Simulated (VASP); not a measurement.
Runs of VASP 6.6.1 on Pt. The structure is that of space group R-3m (No. 166), or close to it. The cells are those of the table. 

```csv
task,cell,k mesh,cutoff (eV),gap on the mesh (eV),pressure (GPa),relaxed volume (Å³/atom),largest force (eV/Å)
relaxation of cell and atoms,"relaxed from a = 3.772 Å, angles 54.5°, 2 atoms",6 × 6 × 6,500,none,0.1,17.97,0.01
single point,"a = 3.772 Å, angles 54.5°, 2 atoms",6 × 6 × 6,500,none,(b),-,6.57
relaxation of cell and atoms,"relaxed from a = 4.366 Å, angles 44.2°, 2 atoms",6 × 6 × 6,600,none,0.1,16.13,0.04
single point,"a = 5.186 Å, angles 30.8°, 2 atoms",6 × 6 × 6,520,none,-0.7,-,0.01
single point,"a = 5.240 Å, angles 30.3°, 2 atoms",24 × 24 × 24,520,none,(a),-,0.01
```

Alike in all rows: level PBE; potentials or basis VASP PAW PBE potentials, release 64 (Pt); no spin polarisation; smearing gaussian 0.1 eV.

Problem. Estimate the missing entries.

Solution. (a) -0.5; (b) 44.5.

Caveats: some runs use coarse meshes; spin-orbit coupling is left out, which moves the levels of the heavy elements; forces of over 1 eV/Å act on the atoms, so gaps and moduli don't describe the material at rest (some runs).

A k mesh can miss the band edges, and the runs leave out spin-orbit coupling on Pt.

A gap of «none» marks levels without a gap at the run's occupations.
